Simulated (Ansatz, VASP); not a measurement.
# One calculation of SiC, two programs

File POSCAR:

```
SiC
1.0
    0.0387500500      2.1684496355      2.1684496355
    2.1684496355      0.0387500500      2.1684496355
    2.1684496355      2.1684496355      0.0387500500
Si C
1 1
Direct
    0.0009017569      0.0009017569      0.0009017569
    0.2490982431      0.2490982431      0.2490982431
```

INCAR.step1

```
  PREC = Accurate
  ENCUT = 520
  ISMEAR = 0
  SIGMA = 0.01
  LREAL = False
  LASPH = True
  NELM = 80
  NBANDS = 11
  GGA = PE
  ALGO = Normal
  EDIFF = 1E-4
  LWAVE = True
  LCHARG = False
```

File INCAR.step2:

```
  PREC = Accurate
  ENCUT = 520
  EDIFF = 1E-6
  ISMEAR = 0
  SIGMA = 0.01
  LREAL = False
  LASPH = True
  NELM = 80
  ALGO = Normal
  ISIF = 2
  LWAVE = False
  LCHARG = False
  METAGGA = R2SCAN
  LMIXTAU = True
  NBANDS = 11
  ISTART = 1
```

The input KPOINTS:

```
regular mesh
0
Gamma
  10 10 10
```

Input for Ansatz:

```yaml
crystal:
  lattice:
    - [0.03875005, 2.1684496355, 2.1684496355]
    - [2.1684496355, 0.03875005, 2.1684496355]
    - [2.1684496355, 2.1684496355, 0.03875005]
  atoms:
    - { symbol: Si, position: [0.0009017569, 0.0009017569, 0.0009017569] }
    - { symbol: C, position: [0.2490982431, 0.2490982431, 0.2490982431] }
kpoints:
  mp_grid: { grid: [10, 10, 10] }
  band_path:
    path:
      - [0.0, 0.0, 0.0]
      - [-0.5, -0.5, 0.0]
      - [-0.375, -0.375, 0.25]
      - [-0.375, 0.0, 0.375]
      - [0.0, 0.0, 0.5]
      - [-0.5, -0.25, 0.25]
    npoints: 1
hamiltonian:
  xc: r2scan
scf:
  occupations: { method: fixed }
  n_extra_bands: 4
output:
  forces: true
  stress: true
  eigenvalues: true
```

Change from the starting cell: epitaxial_111 strain -2.2%.

Alike in both runs: task single point; functional r2SCAN; k mesh 10 × 10 × 10; no spin polarisation.

|  | VASP | Ansatz |
| --- | --- | --- |
| version | VASP 6.6.1 | Ansatz 0.2.0 |
| potentials or method | VASP PAW PBE potentials, release 64 (Si, C) | plane waves, PAW |
| plane-wave cutoff (eV) | 520 | 500 |
| occupations | gaussian, width 0.01 eV | fixed |
| valence electrons in the cell | 8 | 8 |

Ansatz gave:

* gap on the k mesh at the Fermi level (eV): 1.56
* pressure (GPa): 10.1
* traceless stress, the component that is largest in VASP (GPa): -5.06

Problem. Which values does VASP return?

Solution. gap on the k mesh at the Fermi level (eV): 1.57; pressure (GPa): 9.8; traceless stress, the component that is largest in VASP (GPa): -5.09.

VASP's potentials were made for PBE, not for r2SCAN.
